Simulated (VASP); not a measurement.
Crystal: Ge3Pt.

```
CELL_PARAMETERS angstrom
5.11005 0.00000 0.00000
0.00000 5.11005 0.00000
0.00000 0.00000 5.58107
ATOMIC_POSITIONS crystal
Ge 0.00000 0.50000 0.70845
Ge 0.50000 0.00000 0.29155
Ge 0.50000 0.00000 0.79155
Ge 0.00000 0.50000 0.20845
Ge 0.00000 0.00000 0.00000
Ge 0.50000 0.50000 0.50000
Pt 0.00000 0.00000 0.50000
Pt 0.50000 0.50000 0.00000
```

| Quantity | Value |
| --- | --- |
| Program | VASP 6.6.1 |
| Task | relaxation of cell and atoms |
| Functional | PBE |
| Potentials or basis | VASP PAW PBE potentials, release 64 (Ge_d, Pt) |
| Cutoff | 600 eV |
| k mesh | 4 × 4 × 4 |
| Occupations | gaussian, width 0.1 eV |
| Spin | no spin polarisation |

At the start: pressure -2.3 GPa; volume 18.22 Å³/atom.

Q: How do energy, volume and symmetry change on relaxing?

A: Over 17 steps the energy falls by 66.1 meV/atom and the volume is 18.37 Å³/atom (+0.8 %); space group P4_2/nmc (No. 137, to 0.05 Å).

The path:
```tsv
step	energy change (eV)	largest force (eV/Å)	pressure (GPa)	volume (Å³)
1	0.0000	0.1859	-2.31	145.74
2	-0.0349	0.1798	1.58	140.25
3	-0.0404	0.1810	0.47	141.68
4	-0.0515	0.1881	0.31	142.02
5	-0.0718	0.2125	0.02	143.03
6	-0.0757	0.2662	-0.33	144.93
7	-0.0796	0.2424	-0.23	143.94
8	-0.0921	0.2478	-0.22	143.94
9	-0.1314	0.2623	-0.19	143.95
10	-0.2130	0.2675	-0.09	143.97
11	-0.3574	0.2139	0.43	144.00
12	-0.4445	0.0434	2.10	143.97
13	-0.4582	0.0378	1.79	144.46
14	-0.4891	0.0295	0.81	145.92
15	-0.5126	0.0167	-1.02	148.88
16	-0.5205	0.0139	-0.69	148.36
17	-0.5291	0.0067	0.24	146.95
```

Final structure:
```xyz
8
Lattice="5.2787 0.0000 0.0000 0.0000 5.2787 0.0000 0.0000 0.0000 5.2737" Properties=species:S:1:pos:R:3 pbc="T T T"
Ge    0.0000    2.6394    2.8062
Ge    2.6394    5.2787    2.4676
Ge    2.6394    5.2787    5.1044
Ge    0.0000    2.6394    0.1693
Ge    0.0000    0.0000    0.0000
Ge    2.6394    2.6394    2.6369
Pt    0.0000    5.2787    2.6369
Pt    2.6394    2.6394    0.0000
```
